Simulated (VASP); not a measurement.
# Be2SeO2 (P-3m1) in VASP: further runs

Be2SeO2 is run at these levels: PBE; tasks: single point.

All numbers are computed with VASP 6.6.1; they aren't measurements. Logs are shortened: lines on timing, memory, paths and dates and some standing lists are left out, and cuts for length are marked.

### Step 1. The cell of the first run

It takes space group P-3m1 (No. 164, trigonal). The conventional cell has a = 2.706 Å, b = 2.706 Å, c = 11.493 Å, α = 90.00°, β = 90.00°, γ = 120.00°. Be (site symmetry 3m) has 3 O at 1.56 Å within 2.1 Å. Within 3.6 Å of Se (site symmetry -3m) lie 6 Se at 2.71 Å. Within 2.1 Å of O (site symmetry 3m) lie 3 Be at 1.56 Å.

### Step 2. Single point, PBE

INCAR

```
  PREC = Accurate
  ENCUT = 520
  EDIFF = 1E-6
  ISMEAR = 0
  SIGMA = 0.1
  LREAL = False
  LASPH = True
  NELM = 80
  ALGO = Normal
  ISIF = 2
  LWAVE = False
  LCHARG = False
  GGA = PE
  NBANDS = 19
```

KPOINTS

```
regular mesh
0
Gamma
  12 12 4
```

POSCAR

```
Be2SeO2
1.0
    2.7061667658      0.0000000000      0.0000000000
   -1.3530833829      2.3436091661      0.0000000000
    0.0000000000      0.0000000000     11.4925881396
Be Se O
2 1 2
Direct
    0.3333333333      0.6666666667      0.3752659442
    0.6666666667      0.3333333333      0.6247340558
    0.0000000000      0.0000000000      0.0000000000
    0.6666666667      0.3333333333      0.3739729899
    0.3333333333      0.6666666667      0.6260270101
```

Potentials or basis: VASP PAW PBE potentials, release 64 (Be, Se, O).

Command:

```console
$ cat potpaw_PBE.64/Be/POTCAR potpaw_PBE.64/Se/POTCAR potpaw_PBE.64/O/POTCAR > POTCAR
$ mpirun -np 1 vasp_std > vasp.out
```

OUTCAR:

```text
PREC = Accurate
   ENCUT = 520
   EDIFF = 1E-6
   ISMEAR = 0
   LREAL = False
   LASPH = True
   NELM = 80
   ISIF = 2
   GGA = PE

 ion  position               nearest neighbor table
   1  0.333  0.667  0.375-   4 1.56   4 1.56   4 1.56
   2  0.667  0.333  0.625-   5 1.56   5 1.56   5 1.56
   3  0.000  0.000  0.000-
   4  0.667  0.333  0.374-   1 1.56   1 1.56   1 1.56
   5  0.333  0.667  0.626-   2 1.56   2 1.56   2 1.56

  LATTYP: Found a hexagonal cell.
 ALAT       =     2.7061667658
 C/A-ratio  =     4.2468144554

  Lattice vectors:

 A1 = (   2.7061667658,   0.0000000000,   0.0000000000)
 A2 = (  -1.3530833829,   2.3436091661,   0.0000000000)
 A3 = (   0.0000000000,   0.0000000000,  11.4925881396)

Analysis of symmetry for initial positions (statically):
=====================================================================
 Subroutine PRICEL returns:
 Original cell was already a primitive cell.

 Routine SETGRP: Setting up the symmetry group for a
 hexagonal supercell.

 Subroutine GETGRP returns: Found 12 space group operations
 (whereof 12 operations were pure point group operations)
 out of a pool of 24 trial point group operations.

The static configuration has the point symmetry D_3d.

Analysis of symmetry for dynamics (positions and initial velocities):
=====================================================================
 Subroutine PRICEL returns:
 Original cell was already a primitive cell.

 Routine SETGRP: Setting up the symmetry group for a
 hexagonal supercell.

 Subroutine GETGRP returns: Found 12 space group operations
 (whereof 12 operations were pure point group operations)
 out of a pool of 24 trial point group operations.

The dynamic configuration has the point symmetry D_3d.

 Subroutine INISYM returns: Found 12 space group operations
 (whereof 12 operations are pure point group operations),
 and found     1 'primitive' translations

----------------------------------------------------------------------------------------

                                     Primitive cell

  volume of cell :      72.8883

  direct lattice vectors                    reciprocal lattice vectors
     2.706166766  0.000000000  0.000000000     0.369526377  0.213346153  0.000000000
    -1.353083383  2.343609166  0.000000000     0.000000000  0.426692306  0.000000000
     0.000000000  0.000000000 11.492588140     0.000000000  0.000000000  0.087012602

  length of vectors
     2.706166766  2.706166766 11.492588140     0.426692306  0.426692306  0.087012602

  position of ions in fractional coordinates (direct lattice)
     0.333333333  0.666666667  0.375265944
     0.666666667  0.333333333  0.624734056
     0.000000000  0.000000000  0.000000000
     0.666666667  0.333333333  0.373972990
     0.333333333  0.666666667  0.626027010

  ion indices of the primitive-cell ions
   primitive index   ion index
                 1           1
                 2           2
                 3           3
                 4           4
                 5           5

----------------------------------------------------------------------------------------

 KPOINTS: regular mesh

Automatic generation of k-mesh.
 Grid dimensions read from file:
 generate k-points for:   12   12    4

 Generating k-lattice:

  Cartesian coordinates                     Fractional coordinates (reciprocal lattice)
     0.030793865  0.017778846  0.000000000     0.083333333  0.000000000  0.000000000
     0.000000000  0.035557692  0.000000000     0.000000000  0.083333333  0.000000000
     0.000000000  0.000000000  0.021753151     0.000000000  0.000000000  0.250000000

  Length of vectors
     0.035557692  0.035557692  0.021753151

  Shift w.r.t. Gamma in fractional coordinates (k-lattice)
     0.000000000  0.000000000  0.000000000

 Subroutine IBZKPT returns following result:
 ===========================================

 Found     69 irreducible k-points:

 Following reciprocal coordinates:
            Coordinates               Weight
  0.000000  0.000000  0.000000      1.000000
  0.083333  0.000000  0.000000      6.000000
  0.166667  0.000000  0.000000      6.000000
  0.250000  0.000000  0.000000      6.000000
  0.333333  0.000000  0.000000      6.000000
  0.416667  0.000000  0.000000      6.000000
[... 16 lines left out ...]
  0.166667  0.000000  0.250000      6.000000
  0.000000  0.166667  0.250000      6.000000
 [... further k-points ...]
   k-points           NKPTS =     69   k-points in BZ     NKDIM =     69   number of bands    NBANDS=     19
   number of dos      NEDOS =    301   number of ions     NIONS =      5
   total plane-waves  NPLWV =  36000
   dimension x,y,z NGX =    20 NGY =   20 NGZ =   90
   dimension x,y,z NGXF=    40 NGYF=   40 NGZF=  180
   ions per type =               2   1   2
   NGX,Y,Z   is equivalent  to a cutoff of  12.29, 12.29, 13.02 a.u.
   NGXF,Y,Z  is equivalent  to a cutoff of  24.57, 24.57, 26.04 a.u.
 SYSTEM =  unknown system
   PREC   = accura    normal or accurate (medium, high low for compatibility)
   ISTART =      0    job   : 0-new  1-cont  2-samecut
   ICHARG =      2    charge: 1-file 2-atom 10-const
   ISPIN  =      1    spin polarized calculation?
   LNONCOLLINEAR =      F non collinear calculations
   LSORBIT =      F    spin-orbit coupling
   LASPH  =      T    aspherical Exc in radial PAW
   ENCUT  =  520.0 eV  38.22 Ry    6.18 a.u.   5.03  5.03 21.37*2*pi/ulx,y,z
   NELM   =     80;   NELMIN=  2; NELMDL= -5     # of ELM steps
   EDIFF  = 0.1E-05   stopping-criterion for ELM
   LREAL  =      F    real-space projection
   EDIFFG = 0.1E-04   stopping-criterion for IOM
   NSW    =      0    number of steps for IOM
   IBRION =     -1    ionic relax: 0-MD 1-quasi-New 2-CG
   NFREE  =      0    steps in history (QN), initial steepest desc. (CG)
   ISIF   =      2    stress and relaxation
   ISYM   =      2    0-nonsym 1-usesym 2-fastsym
   POTIM  = 0.5000    time-step for ionic-motion
   TEBEG  =    0.0;   TEEND  =   0.0 temperature during run
   PSTRESS=    0.0 pullay stress
   NELECT =      22.0000    total number of electrons
   NUPDOWN=      -1.0000    fix difference up-down
   EMIN   =  10.00;   EMAX   =-10.00  energy-range for DOS
   EFERMI =   0.00;   METHOD = LEGACY
   ISMEAR =     0;   SIGMA  =   0.10  broadening in eV -4-tet -1-fermi 0-gaus
   EFERMI_NEDOS =   21; number of points for ismear=-14 and -15
   IALGO  =     38    algorithm
   IMIX   =      4    mixing-type and parameters
     AMIX     =   0.40;   BMIX     =  1.00
     AMIX_MAG =   1.60;   BMIX_MAG =  1.00
  volume/ion in A,a.u.               =      14.58        98.37
  Fermi-wavevector in a.u.,A,eV,Ry     =   1.098154  2.075210 16.407836  1.205942
  Thomas-Fermi vector in A             =   2.234526
   LORBIT       =      0    0 simple, 1 ext, 2 COOP (PROOUT), +10 PAW based schemes
   GGA     = PE    functional components
   LHFCALC =     F    Hartree Fock is set to
   AEXX    =    0.0000 exact exchange contribution
   IVDW    =     0    specifies the selected vdW correction
   LEPSILON=     F    determine dielectric tensor
   LRPA    =     F    only Hartree local field effects (RPA)
 non-spin polarized calculation
 Gauss-broadening in eV      SIGMA  =   0.10
  energy-cutoff  :      520.00
  volume of cell :       72.89
 maximum number of plane-waves:      1989
   NGX =  9   NGY =  9   NGZ = 43

 number of electron      21.9999992 magnetization

 Free energy of the ion-electron system (eV)
  ---------------------------------------------------
  ext. energy  EPLUGINS =         0.00000000
  ---------------------------------------------------
  free energy    TOTEN  =       -30.89425124 eV

  energy without entropy =      -30.89190551  energy(sigma->0) =      -30.89307838

 E-fermi :   1.1808     XC(G=0):  -8.4678

 val. band max:        1.0387441010   @ k =   0.2500   0.1667   0.0000
 cond. band min:       1.2368797458   @ k =   0.4167   0.1667   0.0000
 fundamental gap:      0.1981356447
 Fermi energy:         1.1807708834

 k-point     1 :       0.0000    0.0000    0.0000
  band No.  band energies     occupation
      1     -17.1396      2.00000
      2     -16.9073      2.00000
      3     -14.9318      2.00000
      4      -3.4084      2.00000
      5      -3.1324      2.00000
      6      -1.7037      2.00000
[... 11 lines left out ...]
     18      14.6617      0.00000
     19      15.4402      0.00000

 k-point     2 :       0.0833    0.0000    0.0000
  band No.  band energies     occupation
      1     -17.0843      2.00000
      2     -16.8582      2.00000
      3     -14.7572      2.00000
      4      -3.2854      2.00000
      5      -2.9670      2.00000
      6      -1.6219      2.00000
[... 11 lines left out ...]
     18      14.4515      0.00000
     19      14.6732      0.00000

 k-point     3 :       0.1667    0.0000    0.0000
  band No.  band energies     occupation
      1     -16.9267      2.00000
      2     -16.7195      2.00000
      3     -14.2374      2.00000
      4      -2.9373      2.00000
      5      -2.4873      2.00000
      6      -1.7615      2.00000
[... 11 lines left out ...]
     18      13.0135      0.00000
     19      13.8177      0.00000

 k-point     4 :       0.2500    0.0000    0.0000
  band No.  band energies     occupation
      1     -16.6958      2.00000
      2     -16.5196      2.00000
      3     -13.3876      2.00000
      4      -2.8005      2.00000
      5      -2.6722      2.00000
      6      -2.2333      2.00000
[... 11 lines left out ...]
     18      12.4682      0.00000
     19      12.6111      0.00000

 k-point     5 :       0.3333    0.0000    0.0000
  band No.  band energies     occupation
      1     -16.4416      2.00000
      2     -16.3076      2.00000
      3     -12.2535      2.00000
      4      -3.6520      2.00000
      5      -3.5177      2.00000
      6      -2.4691      2.00000
[... 11 lines left out ...]
     18      12.0363      0.00000
     19      12.3267      0.00000

 k-point     6 :       0.4167    0.0000    0.0000
  band No.  band energies     occupation
      1     -16.2334      2.00000
      2     -16.1479      2.00000
      3     -10.9963      2.00000
      4      -4.7159      2.00000
      5      -4.2836      2.00000
      6      -4.1300      2.00000
[... 11 lines left out ...]
     18      12.1039      0.00000
     19      12.5867      0.00000

 k-point     7 :       0.5000    0.0000    0.0000
  band No.  band energies     occupation
      1     -16.1483      2.00000
      2     -16.0920      2.00000
      3     -10.2814      2.00000
      4      -5.7657      2.00000
      5      -4.5118      2.00000
      6      -4.3514      2.00000
[... 11 lines left out ...]
     18      11.3044      0.00000
     19      12.9278      0.00000

 k-point     8 :       0.0833    0.0833    0.0000
  band No.  band energies     occupation
      1     -16.9776      2.00000
      2     -16.7641      2.00000
      3     -14.4100      2.00000
      4      -3.0488      2.00000
      5      -2.6430      2.00000
      6      -1.5895      2.00000
[... 256 lines left out ...]
 k-point    20 :       0.0000    0.0000    0.2500
  band No.  band energies     occupation
      1     -17.1397      2.00000
      2     -16.9075      2.00000
      3     -14.9318      2.00000
      4      -3.4738      2.00000
      5      -3.0331      2.00000
      6      -1.7482      2.00000
[... 11 lines left out ...]
     18      14.2239      0.00000
     19      15.4399      0.00000

 k-point    21 :       0.0833    0.0000    0.2500
  band No.  band energies     occupation
      1     -17.0843      2.00000
      2     -16.8583      2.00000
      3     -14.7572      2.00000
      4      -3.3424      2.00000
      5      -2.8760      2.00000
      6      -1.6668      2.00000
[... 11 lines left out ...]
     18      14.0383      0.00000
     19      14.7336      0.00000

 k-point    22 :       0.0000    0.0833    0.2500
  band No.  band energies     occupation
      1     -17.0843      2.00000
      2     -16.8582      2.00000
      3     -14.7572      2.00000
      4      -3.3424      2.00000
      5      -2.8760      2.00000
      6      -1.6666      2.00000
[... 11 lines left out ...]
     18      14.0383      0.00000
     19      14.6984      0.00000

 k-point    23 :       0.1667    0.0000    0.2500
  band No.  band energies     occupation
      1     -16.9267      2.00000
      2     -16.7195      2.00000
      3     -14.2374      2.00000
      4      -2.9731      2.00000
      5      -2.4166      2.00000
      6      -1.7889      2.00000
[... 11 lines left out ...]
     18      13.0151      0.00000
     19      13.5943      0.00000

 k-point    24 :       0.0000    0.1667    0.2500
  band No.  band energies     occupation
      1     -16.9267      2.00000
      2     -16.7195      2.00000
      3     -14.2374      2.00000
      4      -2.9735      2.00000
      5      -2.4178      2.00000
      6      -1.7729      2.00000
[... 11 lines left out ...]
     18      13.0280      0.00000
     19      13.5611      0.00000

 [... further k-points ...]

------------------------ aborting loop because EDIFF is reached ----------------------------------------

  FORCE on cell =-STRESS in cart. coord.  units (eV):
  Direction    XX          YY          ZZ          XY          YZ          ZX
  --------------------------------------------------------------------------------------
  -------------------------------------------------------------------------------------
  Total        0.0605280      0.0605280     -0.0221589      0.0000000      0.0000000      0.0000000
  in kB        1.3304824      1.3304824     -0.4870802      0.0000000      0.0000000      0.0000000
  external PRESSURE =       0.7246282 kB  Pullay stress =       0.0000000 kB

 VOLUME and BASIS-vectors are now :
 -----------------------------------------------------------------------------
  energy-cutoff  :      520.00
  volume of cell :       72.89
      direct lattice vectors                 reciprocal lattice vectors
     2.706166766  0.000000000  0.000000000     0.369526377  0.213346153  0.000000000
    -1.353083383  2.343609166  0.000000000     0.000000000  0.426692306  0.000000000
     0.000000000  0.000000000 11.492588140     0.000000000  0.000000000  0.087012602

 POSITION                                       TOTAL-FORCE (eV/Angst)
 -----------------------------------------------------------------------------------
     -0.00000      1.56241      4.31278        -0.000000      0.000000      0.001820
      1.35308      0.78120      7.17981         0.000000     -0.000000     -0.001820
      0.00000      0.00000      0.00000         0.000000      0.000000      0.000000
      1.35308      0.78120      4.29792        -0.000000      0.000000     -0.001952
     -0.00000      1.56241      7.19467         0.000000      0.000000      0.001952
 -----------------------------------------------------------------------------------
    total drift:                               -0.000000     -0.000000      0.000000

  FREE ENERGIE OF THE ION-ELECTRON SYSTEM (eV)
  ---------------------------------------------------
  free  energy   TOTEN  =       -30.8942512437 eV

  energy  without entropy=      -30.8919055146  energy(sigma->0) =      -30.89307838
```

Run time: 2 min. Hardware: 1 thread of AMD EPYC 7R43 (Zen 3), shared host; peak memory 0.2 GiB.

What came out:

| Item | Value |
| --- | --- |
| Free energy | -30.8943 eV |
| Pressure | 0.1 GPa |
| Band gap on the k mesh | zero (bands 11 and 12 overlap by 4.91 eV) |

Stress tensor (GPa, compression positive):
```
 0.13  0.00  0.00
 0.00  0.13  0.00
 0.00  0.00 -0.05
```

### Step 3. Single point, PBE

This run uses another cell than the first one, of 14.77 Å³/atom.

INCAR

```
ALGO     = Normal         # electronic algorithm
EDIFF    = 1E-6           # SCF threshold, eV
ENCUT    = 520            # plane-wave cutoff, eV
GGA      = PE             # functional
ISIF     = 2              # what is computed and relaxed
ISMEAR   = 0              # smearing method
LASPH    = True           # aspherical terms in the spheres
LCHARG   = True           # write CHGCAR
LELF     = True           # ELF
LREAL    = False          # projectors in reciprocal space
LVHAR    = True         
LWAVE    = False          # write WAVECAR
NBANDS   = 19             # bands
NELM     = 100            # most SCF steps
PREC     = Accurate       # precision mode
SIGMA    = 0.1            # smearing width, eV
```

KPOINTS

```
k-points
0
Gamma
  12 12 4
```

POSCAR

```
Be2SeO2
1.0
    2.7060398668      0.0000000000      0.0000000000
   -1.3530199334      2.3434992683      0.0000000000
    0.0000000000      0.0000000000     11.6486996008
Be Se O
2 1 2
Direct
    0.3333333333      0.6666666667      0.3765596301
    0.6666666667      0.3333333333      0.6234403699
    0.0000000000      0.0000000000      0.0000000000
    0.6666666667      0.3333333333      0.3752764777
    0.3333333333      0.6666666667      0.6247235223
```

Potentials or basis: VASP PAW PBE potentials, release 64 (Be, Se, O).

Command:

```console
$ cat potpaw_PBE.64/Be/POTCAR potpaw_PBE.64/Se/POTCAR potpaw_PBE.64/O/POTCAR > POTCAR
$ mpirun -np 1 vasp_std > vasp.out
```

It took 1.8 min on 1 thread of AMD EPYC 7R43 (Zen 3), shared host; peak memory 0.2 GiB.

The run converged. Its results:

```
Free energy            : -30.8945 eV
Pressure               : 0.1 GPa
Band gap on the k mesh : zero (bands 11 and 12 overlap by 4.87 eV)
```

Stress tensor (GPa, compression positive):
```
 0.13  0.00  0.00
 0.00  0.13  0.00
 0.00  0.00 -0.08
```

Levels at points of the mesh, in eV from the Fermi level:
| k point | band 9 | band 10 | band 11 | band 12 | band 13 | band 14 |
| --- | --- | --- | --- | --- | --- | --- |
| (0.00, 0.00, 0.00) | -1.75 | -1.75 | 3.68 | 5.85 | 5.85 | 6.04 |
| (0.50, 0.00, 0.00) | -1.89 | -1.37 | -0.25 | 2.26 | 6.02 | 7.17 |
| (0.00, 0.00, 0.50) | -1.75 | -1.75 | 4.28 | 4.64 | 5.85 | 5.85 |
| (0.50, 0.00, 0.50) | -1.89 | -1.37 | -0.25 | 2.26 | 6.11 | 6.97 |

(Part 1 of 2 ends here.)
